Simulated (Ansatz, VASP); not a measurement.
Two plane-wave programs on NbAs

```xyz
2
Lattice="3.2146 0.0000 0.0000 0.0000 3.2146 0.0000 0.0000 0.0000 3.2146" Properties=species:S:1:pos:R:3 pbc="T T T"
Nb    1.6073    1.6073    1.6073
As    0.0000    0.0000    0.0000
```

Alike in both runs: functional PBE; k mesh 6 × 6 × 6; occupations gaussian, width 0.2 eV; no spin polarisation.

Ansatz relaxed the structure, and its values are those at the end. VASP's run is a single point on that final structure, the one shown.

|  | VASP | Ansatz |
| --- | --- | --- |
| version | VASP 6.6.1 | Ansatz 0.2.0 |
| potentials or method | VASP PAW PBE potentials, release 64 (Nb_sv, As), cutoff 500 eV | scalar-relativistic, plane waves, PAW |
| valence electrons in the cell | 18 | 28 |

|  | VASP | Ansatz | Ansatz less VASP |
| --- | --- | --- | --- |
| gap on the k mesh at the Fermi level (eV) | none | none | - |
| pressure (GPa) | 0.7 | 0.7 | -0.01 |

A gap of «none» marks a metal or a gap that the smearing closes. VASP's potentials hold 18 valence electrons a cell and Ansatz's 28, so a difference there can come from the potentials and not from the codes.
